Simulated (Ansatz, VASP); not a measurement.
**Rh: VASP beside Ansatz**

```
Rh
1.0
     1.33584   -4.79269    0.00000
     1.33584    4.79269    0.00000
     0.00000    0.00000    4.52334
Rh
4
Direct
  0.12832 0.87168 0.00000
  0.62832 0.37168 0.50000
  0.87168 0.12832 0.00000
  0.37168 0.62832 0.50000
```

Alike in both runs: functional r2SCAN; k mesh 6 × 6 × 4; occupations gaussian, width 0.1 eV; no spin polarisation.

Ansatz relaxed the structure, and its values are those at the end. VASP's run is a single point on that final structure, the one shown.

```csv
,VASP,Ansatz
version,VASP 6.6.1,Ansatz 0.2.0
potentials or method,"VASP PAW PBE potentials, release 64 (Rh_pv), cutoff 520 eV","scalar-relativistic, plane waves, PAW"
valence electrons in the cell,60,68
```

```csv
,VASP,Ansatz,Ansatz less VASP
gap on the k mesh at the Fermi level (eV),none,none,-
pressure (GPa),1.1,0.0,-1.09
```

VASP's potentials were made for PBE, not for r2SCAN. A gap of «none» marks a metal or a gap that the smearing closes. VASP's potentials hold 60 valence electrons a cell and Ansatz's 68, so a difference there can come from the potentials and not from the codes.

The k mesh is coarse, so the values compare programs but aren't converged.
